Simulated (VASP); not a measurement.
# HgTe in VASP: further runs, part 2 of 2

VASP 6.6.1.

**3. Relaxation of the atoms, PBE (z stretched by -2 %)**

Contents of INCAR:

```
SYSTEM = HgTe
PREC = Accurate
ENCUT = 520
EDIFF = 1E-7
ISMEAR = -1
SIGMA = 0.05
LREAL = .FALSE.
LASPH = .TRUE.
NELM = 100
ALGO = Normal
ISIF = 2
LWAVE = .FALSE.
LCHARG = .FALSE.
GGA = PE
IBRION = 2
NSW = 80
EDIFFG = -0.02
KPAR = 4
```

Contents of KPOINTS:

```
regular mesh
0
G
  13 13 13
  0 0 0
```

Contents of POSCAR:

```
HgTe
1.0
    0.0000000000      3.2235000000      3.1590300000
    3.2235000000      0.0000000000      3.1590300000
    3.2235000000      3.2235000000      0.0000000000
Hg Te
1 1
Direct
    0.0000000000      0.0000000000      0.0000000000
    0.2500000000      0.2500000000      0.2500000000
```

Potentials or basis: VASP PAW PBE potentials, release 64 (Hg, Te).

Started as:

```sh
$ cat potpaw_PBE.64/Hg/POTCAR potpaw_PBE.64/Te/POTCAR > POTCAR
$ mpirun -np 4 vasp_std > vasp.out
```

OUTCAR:

```text
SYSTEM = HgTe
   PREC = Accurate
   ENCUT = 520
   EDIFF = 1E-7
   ISMEAR = -1
   LREAL = .FALSE.
   LASPH = .TRUE.
   NELM = 100
   ISIF = 2
   GGA = PE
   IBRION = 2
   NSW = 80
   EDIFFG = -0.02

 ion  position               nearest neighbor table
   1  0.000  0.000  0.000-   2 2.77   2 2.77   2 2.77   2 2.77
   2  0.250  0.250  0.250-   1 2.77   1 2.77   1 2.77   1 2.77

  LATTYP: Found a body centered tetragonal cell.
 ALAT       =     4.5587174183
 C/A-ratio  =     1.3859292911

  Lattice vectors:

 A1 = (   0.0000000000,  -3.2235000000,  -3.1590300000)
 A2 = (   0.0000000000,   3.2235000000,  -3.1590300000)
 A3 = (   3.2235000000,   0.0000000000,   3.1590300000)

Analysis of symmetry for initial positions (statically):
=====================================================================
 Subroutine PRICEL returns:
 Original cell was already a primitive cell.

 Routine SETGRP: Setting up the symmetry group for a
 body centered tetragonal supercell.

 Subroutine GETGRP returns: Found  8 space group operations
 (whereof  8 operations were pure point group operations)
 out of a pool of 16 trial point group operations.

The static configuration has the point symmetry D_2d.

Analysis of symmetry for dynamics (positions and initial velocities):
=====================================================================
 Subroutine PRICEL returns:
 Original cell was already a primitive cell.

 Routine SETGRP: Setting up the symmetry group for a
 body centered tetragonal supercell.

 Subroutine GETGRP returns: Found  8 space group operations
 (whereof  8 operations were pure point group operations)
 out of a pool of 16 trial point group operations.

The dynamic configuration has the point symmetry D_2d.

 Subroutine INISYM returns: Found  8 space group operations
 (whereof  8 operations are pure point group operations),
 and found     1 'primitive' translations

----------------------------------------------------------------------------------------

                                     Primitive cell

  volume of cell :      65.6507

  direct lattice vectors                    reciprocal lattice vectors
     0.000000000  3.223500000  3.159030000    -0.155110904  0.155110904  0.158276433
     3.223500000  0.000000000  3.159030000     0.155110904 -0.155110904  0.158276433
     3.223500000  3.223500000  0.000000000     0.155110904  0.155110904 -0.158276433

  length of vectors
     4.513360477  4.513360477  4.558717418     0.270499934  0.270499934  0.270499934

  position of ions in fractional coordinates (direct lattice)
     0.000000000  0.000000000  0.000000000
     0.250000000  0.250000000  0.250000000

  ion indices of the primitive-cell ions
   primitive index   ion index
                 1           1
                 2           2

----------------------------------------------------------------------------------------

 KPOINTS: regular mesh

Automatic generation of k-mesh.
 Grid dimensions read from file:
 generate k-points for:   13   13   13

 Generating k-lattice:

  Cartesian coordinates                     Fractional coordinates (reciprocal lattice)
    -0.011931608  0.011931608  0.012175110     0.076923077  0.000000000  0.000000000
     0.011931608 -0.011931608  0.012175110     0.000000000  0.076923077  0.000000000
     0.011931608  0.011931608 -0.012175110     0.000000000  0.000000000  0.076923077

  Length of vectors
     0.020807687  0.020807687  0.020807687

  Shift w.r.t. Gamma in fractional coordinates (k-lattice)
     0.000000000  0.000000000  0.000000000

 Subroutine IBZKPT returns following result:
 ===========================================

 Found    196 irreducible k-points:

 Following reciprocal coordinates:
            Coordinates               Weight
  0.000000  0.000000  0.000000      1.000000
  0.076923  0.000000  0.000000      8.000000
  0.153846  0.000000  0.000000      8.000000
  0.230769  0.000000  0.000000      8.000000
  0.307692  0.000000  0.000000      8.000000
  0.384615  0.000000  0.000000      8.000000
[... 16 lines left out ...]
  0.384615  0.153846  0.000000      8.000000
  0.461538  0.153846  0.000000      8.000000
 [... further k-points ...]
   k-points           NKPTS =    196   k-points in BZ     NKDIM =    196   number of bands    NBANDS=     13
   number of dos      NEDOS =    301   number of ions     NIONS =      2
   total plane-waves  NPLWV =  46656
   dimension x,y,z NGX =    36 NGY =   36 NGZ =   36
   dimension x,y,z NGXF=    72 NGYF=   72 NGZF=   72
   ions per type =               1   1
   NGX,Y,Z   is equivalent  to a cutoff of  13.26, 13.26, 13.13 a.u.
   NGXF,Y,Z  is equivalent  to a cutoff of  26.52, 26.52, 26.26 a.u.
 SYSTEM =  HgTe
   PREC   = accura    normal or accurate (medium, high low for compatibility)
   ISTART =      0    job   : 0-new  1-cont  2-samecut
   ICHARG =      2    charge: 1-file 2-atom 10-const
   ISPIN  =      1    spin polarized calculation?
   LNONCOLLINEAR =      F non collinear calculations
   LSORBIT =      F    spin-orbit coupling
   LASPH  =      T    aspherical Exc in radial PAW
   ENCUT  =  520.0 eV  38.22 Ry    6.18 a.u.   8.39  8.39  8.48*2*pi/ulx,y,z
   NELM   =    100;   NELMIN=  2; NELMDL= -5     # of ELM steps
   EDIFF  = 0.1E-06   stopping-criterion for ELM
   LREAL  =      F    real-space projection
   EDIFFG = -.2E-01   stopping-criterion for IOM
   NSW    =     80    number of steps for IOM
   IBRION =      2    ionic relax: 0-MD 1-quasi-New 2-CG
   NFREE  =      1    steps in history (QN), initial steepest desc. (CG)
   ISIF   =      2    stress and relaxation
   ISYM   =      2    0-nonsym 1-usesym 2-fastsym
   POTIM  = 0.5000    time-step for ionic-motion
   TEBEG  =    0.0;   TEEND  =   0.0 temperature during run
   PSTRESS=    0.0 pullay stress
   NELECT =      18.0000    total number of electrons
   NUPDOWN=      -1.0000    fix difference up-down
   EMIN   =  10.00;   EMAX   =-10.00  energy-range for DOS
   EFERMI =   0.00;   METHOD = LEGACY
   ISMEAR =    -1;   SIGMA  =   0.05  broadening in eV -4-tet -1-fermi 0-gaus
   EFERMI_NEDOS =   21; number of points for ismear=-14 and -15
   IALGO  =     38    algorithm
   IMIX   =      4    mixing-type and parameters
     AMIX     =   0.40;   BMIX     =  1.00
     AMIX_MAG =   1.60;   BMIX_MAG =  1.00
  volume/ion in A,a.u.               =      32.83       221.52
  Fermi-wavevector in a.u.,A,eV,Ry     =   1.063537  2.009794 15.389701  1.131111
  Thomas-Fermi vector in A             =   2.199025
   LORBIT       =      0    0 simple, 1 ext, 2 COOP (PROOUT), +10 PAW based schemes
   GGA     = PE    functional components
   LHFCALC =     F    Hartree Fock is set to
   AEXX    =    0.0000 exact exchange contribution
   IVDW    =     0    specifies the selected vdW correction
   LEPSILON=     F    determine dielectric tensor
   LRPA    =     F    only Hartree local field effects (RPA)
 conjugate gradient relaxation of ions
 non-spin polarized calculation
  energy-cutoff  :      520.00
  volume of cell :       65.65
 maximum number of plane-waves:      1792
 NGX is ok and might be reduce to    36
   NGX = 17   NGY = 17   NGZ = 17

 number of electron      17.9999998 magnetization

 Free energy of the ion-electron system (eV)
  ---------------------------------------------------
  ext. energy  EPLUGINS =         0.00000000
  ---------------------------------------------------
  free energy    TOTEN  =        -3.53239449 eV

  energy without entropy =       -3.53219382  energy(sigma->0) =       -3.53229415

 E-fermi :   3.5114     XC(G=0):  -8.8734

 val. band max:        3.4463858134   @ k =   0.0000   0.0000   0.0000
 cond. band min:       3.8350244707   @ k =   0.0769   0.0000   0.0000
 fundamental gap:      0.3886386573
 Fermi energy:         3.5113639732

 k-point     1 :       0.0000    0.0000    0.0000
  band No.  band energies     occupation
      1      -8.7933      2.00000
      2      -4.1236      2.00000
      3      -4.1236      2.00000
      4      -4.1187      2.00000
      5      -3.5653      2.00000
      6      -3.5501      2.00000
      7       2.7442      2.00000
      8       3.3771      1.87232
      9       3.3771      1.87232
     10       3.4464      1.57152
     11       7.5795      0.00000
     12       7.5809      0.00000
     13       7.5809      0.00000
[... 353 lines left out ...]
 k-point    24 :       0.4615    0.1538    0.0000
  band No.  band energies     occupation
      1      -8.1707      2.00000
      2      -3.9809      2.00000
      3      -3.9478      2.00000
      4      -3.6519      2.00000
      5      -3.5274      2.00000
      6      -3.3708      2.00000
      7      -1.7632      2.00000
      8       1.5338      2.00000
      9       1.9523      2.00000
     10       5.1588      0.00000
     11       7.7592      0.00000
     12       9.0693      0.00000
     13       9.5050      0.00000

 [... further k-points ...]
[... 5 lines left out ...]
  --------------------------------------------------------------------------------------
  -------------------------------------------------------------------------------------
  Total        2.1383319      2.1383319      2.2248530      0.0000000      0.0000000      0.0000000
  in kB       52.1851103     52.1851103     54.2966214      0.0000000      0.0000000      0.0000000
  external PRESSURE =      52.8889473 kB  Pullay stress =       0.0000000 kB

 VOLUME and BASIS-vectors are now :
 -----------------------------------------------------------------------------
  energy-cutoff  :      520.00
  volume of cell :       65.65
      direct lattice vectors                 reciprocal lattice vectors
     0.000000000  3.223500000  3.159030000    -0.155110904  0.155110904  0.158276433
     3.223500000  0.000000000  3.159030000     0.155110904 -0.155110904  0.158276433
     3.223500000  3.223500000  0.000000000     0.155110904  0.155110904 -0.158276433

 POSITION                                       TOTAL-FORCE (eV/Angst)
 -----------------------------------------------------------------------------------
      0.00000      0.00000      0.00000        -0.000000     -0.000000     -0.000000
      1.61175      1.61175      1.57952         0.000000      0.000000      0.000000
 -----------------------------------------------------------------------------------
    total drift:                               -0.000000     -0.000000      0.000000

  FREE ENERGIE OF THE ION-ELECTRON SYSTEM (eV)
  ---------------------------------------------------
  free  energy   TOTEN  =        -3.5323944855 eV

  energy  without entropy=       -3.5321938170  energy(sigma->0) =       -3.53229415

 reached required accuracy - stopping structural energy minimisation
```

OSZICAR:

```text
N       E                     dE             d eps       ncg     rms          rms(c)
DAV:   1     0.109548427911E+03    0.10955E+03   -0.82201E+03  5104   0.120E+03
DAV:   2     0.662324655363E+00   -0.10889E+03   -0.10371E+03  5541   0.270E+02
DAV:   3    -0.370644846473E+01   -0.43688E+01   -0.43455E+01  6281   0.564E+01
DAV:   4    -0.374922496722E+01   -0.42777E-01   -0.42767E-01  6981   0.514E+00
DAV:   5    -0.374940456728E+01   -0.17960E-03   -0.17960E-03  6326   0.289E-01    0.817E+00
DAV:   6    -0.354114904996E+01    0.20826E+00   -0.50920E-01  5906   0.108E+01    0.643E+00
DAV:   7    -0.353338669901E+01    0.77624E-02   -0.12028E-01  5876   0.279E+00    0.227E+00
DAV:   8    -0.353233918984E+01    0.10475E-02   -0.13032E-02  5261   0.157E+00    0.653E-01
DAV:   9    -0.353235344413E+01   -0.14254E-04   -0.86932E-04  6001   0.384E-01    0.158E-01
DAV:  10    -0.353238112132E+01   -0.27677E-04   -0.99443E-05  5795   0.101E-01    0.570E-02
DAV:  11    -0.353239745882E+01   -0.16337E-04   -0.48365E-05  5501   0.654E-02    0.478E-02
DAV:  12    -0.353239486168E+01    0.25971E-05   -0.64612E-06  5821   0.286E-02    0.229E-02
DAV:  13    -0.353239468504E+01    0.17663E-06   -0.68040E-07  5986   0.495E-03    0.109E-02
DAV:  14    -0.353239447083E+01    0.21421E-06   -0.53926E-07  6013   0.859E-03    0.360E-03
DAV:  15    -0.353239448549E+01   -0.14662E-07   -0.57150E-08  3023   0.195E-03
   1 F= -.35323945E+01 E0= -.35322942E+01  d E =-.353239E+01
```

Run time: 30 s. Hardware: 4 MPI ranks of Oxide Virtual Turin-like, shared host; peak memory 0.32 GiB.

What came out:

| Item | Value |
| --- | --- |
| Free energy | -3.5324 eV |
| Pressure after relaxing | 5.3 GPa |
| Band gap on the k mesh | 0.07 eV |

Final structure:
```yaml
crystal:
  lattice:
    - [0.00000, 3.22350, 3.15903]
    - [3.22350, 0.00000, 3.15903]
    - [3.22350, 3.22350, 0.00000]
  atoms:
    - { symbol: Hg, position: [0.00000, 0.00000, 0.00000] }
    - { symbol: Te, position: [0.25000, 0.25000, 0.25000] }
```

Levels at points of the mesh, in eV from the valence-band top:
```tsv
k point	band 7	band 8	band 9	band 10	band 11	band 12
(0.00, 0.00, 0.00)	-0.63	0.00	0.00	0.07	4.20	4.20
```

Caveat: the cell differs from its parent crystal (z stretched by -2 %); the smearing spreads over this small gap; spin-orbit coupling is left out, which moves the levels of the heavy elements.

The gap in the log of VASP goes by the Fermi energy; the results here count the filled bands.